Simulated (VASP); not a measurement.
A run of VASP 6.6.1 is set up as follows.

INCAR

```
PREC = Accurate
ENCUT = 600
EDIFF = 1E-6
ISMEAR = 0
SIGMA = 0.01
LREAL = F
LASPH = T
NELM = 60
ALGO = Normal
ISIF = 3
LWAVE = F
LCHARG = F
GGA = PE
IBRION = 2
NSW = 80
EDIFFG = -0.05
```

KPOINTS

```
regular mesh
0
Gamma
  5 5 5
```

File POSCAR:

```
KMgF3
1.0
    3.9859000000      0.0000000000      0.0000000000
    0.0000000000      3.9859000000      0.0000000000
    0.0000000000      0.0000000000      3.9859000000
K Mg F
1 1 3
Direct
    0.5000000000      0.5000000000      0.5000000000
    0.0000000000      0.0000000000      0.0000000000
    0.5000000000      0.0000000000      0.0000000000
    0.0000000000      0.5000000000      0.0000000000
    0.0000000000      0.0000000000      0.5000000000
```

Potentials or basis: VASP PAW PBE potentials, release 64 (K_sv, Mg, F).

The run is started by

```bash
$ cat potpaw_PBE.64/K_sv/POTCAR potpaw_PBE.64/Mg/POTCAR potpaw_PBE.64/F/POTCAR > POTCAR
$ mpirun -np 1 vasp_std > vasp.out
```

(1) Predict the relaxed volume.

(2) Predict the space group after relaxing (to 0.05 Å).

(3) Estimate the band gap on the k mesh.

(4) Predict the relaxed cell.

Results:

(1) 13.14 Å³/atom.

(2) Pm-3m (No. 221).

(3) 7.09 eV, indirect (least direct gap 7.35 eV).

(4) a = 4.035 Å, b = 4.035 Å, c = 4.035 Å, α = 90.00°, β = 90.00°, γ = 90.00°.
